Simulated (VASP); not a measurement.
Write the native input for VASP 6.6.1 that does the following.

```yaml
Task: single point
Functional: r2SCAN
Potentials_or_basis: VASP PAW PBE potentials, release 64 (Pt, P)
Cutoff: 520 eV
k_mesh: 12 × 12 × 12
Occupations: gaussian, width 0.05 eV
Spin: no spin polarisation
Dipole_correction: no
Further_INCAR_settings: ALGO = Normal; EDIFF = 1e-07; NBANDS = 14
```

Crystal: PPt.

```
Pt P
1.0
     0.00000    2.69669    2.69669
     2.69669    0.00000    2.69669
     2.69669    2.69669    0.00000
Pt P
1 1
Direct
  0.00000 0.00000 0.00000
  0.25000 0.25000 0.25000
```

This cell differs from its parent crystal: volume scaled by 1.040.

One way to write it, as run:

POSCAR

```
PPt
1.0
    0.0000000000      2.6966900903      2.6966900903
    2.6966900903      0.0000000000      2.6966900903
    2.6966900903      2.6966900903      0.0000000000
Pt P
1 1
Direct
    0.0000000000      0.0000000000      0.0000000000
    0.2500000000      0.2500000000      0.2500000000
```

INCAR.step1

```
PREC     = Accurate       # precision mode
ENCUT    = 520            # plane-wave cutoff, eV
ISMEAR   = 0              # smearing method
SIGMA    = 0.05           # smearing width, eV
LREAL    = F              # projectors in reciprocal space
LASPH    = T              # aspherical terms in the spheres
NELM     = 80             # most SCF steps
NBANDS   = 14             # bands
GGA      = PE             # functional
ALGO     = Normal         # electronic algorithm
EDIFF    = 1E-4           # SCF threshold, eV
LWAVE    = T              # write WAVECAR
LCHARG   = F              # write CHGCAR
```

INCAR.step2

```
PREC     = Accurate       # precision mode
ENCUT    = 520            # plane-wave cutoff, eV
EDIFF    = 1E-7           # SCF threshold, eV
ISMEAR   = 0              # smearing method
SIGMA    = 0.05           # smearing width, eV
LREAL    = F              # projectors in reciprocal space
LASPH    = T              # aspherical terms in the spheres
NELM     = 80             # most SCF steps
ALGO     = Normal         # electronic algorithm
ISIF     = 2              # what is computed and relaxed
LWAVE    = F              # write WAVECAR
LCHARG   = F              # write CHGCAR
METAGGA  = R2SCAN         # meta-GGA
LMIXTAU  = T            
NBANDS   = 14             # bands
ISTART   = 1
```

KPOINTS

```
Automatic mesh
0
Gamma
  12 12 12
```

Potentials or basis: VASP PAW PBE potentials, release 64 (Pt, P).

Command:

```bash
$ cat potpaw_PBE.64/Pt/POTCAR potpaw_PBE.64/P/POTCAR > POTCAR
$ cp INCAR.step1 INCAR
$ mpirun -np 1 vasp_std > vasp.out
$ cp INCAR.step2 INCAR
$ mpirun -np 1 vasp_std > vasp.out
```

Results of the run:

* Pressure: -5.5 GPa

Caveat: the PAW data sets were made with another functional, which shifts forces and pressure a little.

Run time: 110 s on 1 thread of Intel(R) Xeon(R) Platinum 8488C (Sapphire Rapids) (shared host), peak memory 0.19 GiB.
